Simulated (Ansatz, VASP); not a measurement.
Re in VASP and in Ansatz

Contents of POSCAR:

```
Re
1.0
    0.0000000000      1.9865193485      1.9865193485
    1.9865193485      0.0000000000      1.9865193485
    1.9865193485      1.9865193485      0.0000000000
Re
1
Direct
    0.0000000000      0.0000000000      0.0000000000
```

The input INCAR.step1:

```
SYSTEM = Re
PREC     = Accurate       ! precision mode
ENCUT    = 520            ! plane-wave cutoff, eV
EDIFF    = 1E-5           ! SCF threshold, eV
ISMEAR   = 1              ! smearing method
SIGMA    = 0.01           ! smearing width, eV
LREAL    = .FALSE.        ! projectors in reciprocal space
LASPH    = .TRUE.         ! aspherical terms in the spheres
NELM     = 100            ! most SCF steps
ALGO     = Normal         ! electronic algorithm
ISIF     = 2              ! what is computed and relaxed
LWAVE    = .TRUE.         ! write WAVECAR
LCHARG   = .FALSE.        ! write CHGCAR
NBANDS   = 10             ! bands
GGA      = PE             ! functional
```

INCAR.step2

```
SYSTEM = Re
PREC     = Accurate       ! precision mode
ENCUT    = 520            ! plane-wave cutoff, eV
EDIFF    = 1E-6           ! SCF threshold, eV
ISMEAR   = 1              ! smearing method
SIGMA    = 0.01           ! smearing width, eV
LREAL    = .FALSE.        ! projectors in reciprocal space
LASPH    = .TRUE.         ! aspherical terms in the spheres
NELM     = 100            ! most SCF steps
ALGO     = Normal         ! electronic algorithm
ISIF     = 2              ! what is computed and relaxed
LWAVE    = .FALSE.        ! write WAVECAR
LCHARG   = .FALSE.        ! write CHGCAR
GGA      = B3             ! functional
LHFCALC  = .TRUE.         ! exact exchange
AEXX     = 0.2            ! exact-exchange fraction
AGGAX    = 0.72         
AGGAC    = 0.81         
ALDAC    = 0.19         
PRECFOCK = Normal       
IVDW     = 13             ! dispersion correction
NBANDS   = 10             ! bands
ISTART   = 1
```

The input KPOINTS:

```
Automatic mesh
0
G
  8 8 8
  0 0 0
```

input.yaml

```yaml
crystal:
  lattice:
    - [0.0, 1.9865193485, 1.9865193485]
    - [1.9865193485, 0.0, 1.9865193485]
    - [1.9865193485, 1.9865193485, 0.0]
  atoms:
    - { symbol: Re, position: [0.0, 0.0, 0.0] }
hamiltonian:
  xc: b3lyp
  pseudopotentials: { kind: paw }
  dispersion: d4
kpoints:
  mp_grid: { grid: [8, 8, 8] }
scf:
  occupations: { method: methfessel_paxton, width: 0.01 }
output:
  forces: true
  stress: true
  eigenvalues: true
```

Alike in both runs: task single point; functional B3LYP; dispersion D4; k mesh 8 × 8 × 8; occupations methfessel-paxton of order 1, width 0.01 eV; no spin polarisation.

|  | VASP | Ansatz |
| --- | --- | --- |
| version | VASP 6.6.1 | Ansatz 0.2.0 |
| potentials or method | VASP PAW PBE potentials, release 64 (Re) | Ansatz PAW |
| plane-wave cutoff (eV) | 520 | 420 |
| valence electrons in the cell | 7 | 15 |

```tsv
	VASP	Ansatz	Ansatz less VASP
gap on the k mesh at the Fermi level (eV)	none	none	-
pressure (GPa)	-25.3	-24.3	+1.04
```

VASP's potentials were made for PBE, not for B3LYP. A gap of «none» marks a metal or a gap that the smearing closes. VASP's potentials hold 7 valence electrons a cell and Ansatz's 15, so a difference there can come from the potentials and not from the codes.

Neither program's run includes spin-orbit coupling.
